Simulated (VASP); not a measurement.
Input of a VASP 6.6.1 run:

Contents of INCAR:

```
ALGO = Normal
EDIFF = 1E-6
ENCUT = 600
GGA = PE
GGA_COMPAT = False
ISIF = 2
ISMEAR = -1
ISPIN = 2
LASPH = True
LCHARG = False
LMAXMIX = 4
LORBIT = 11
LREAL = False
LWAVE = False
MAGMOM = 2.2
NBANDS = 14
NELM = 200
PREC = Accurate
SIGMA = 0.05
```

File KPOINTS:

```
k-points
0
Gamma
  15 15 15
```

The input POSCAR:

```
Fe
1.0
   -1.3935430000      1.3935430000      1.3935430000
    1.3935430000     -1.3935430000      1.3935430000
    1.3935430000      1.3935430000     -1.3935430000
Fe
1
Direct
    0.0000000000      0.0000000000      0.0000000000
```

Potentials or basis: VASP PAW PBE potentials, release 64 (Fe).

Command:

```bash
$ cat potpaw_PBE.64/Fe/POTCAR > POTCAR
$ mpirun -np 1 vasp_std > vasp.out
```

Q: Estimate the net moment.

A: 2.11 μB per cell.

Q: Predict the site moments.

A: Fe +2.10 μB.
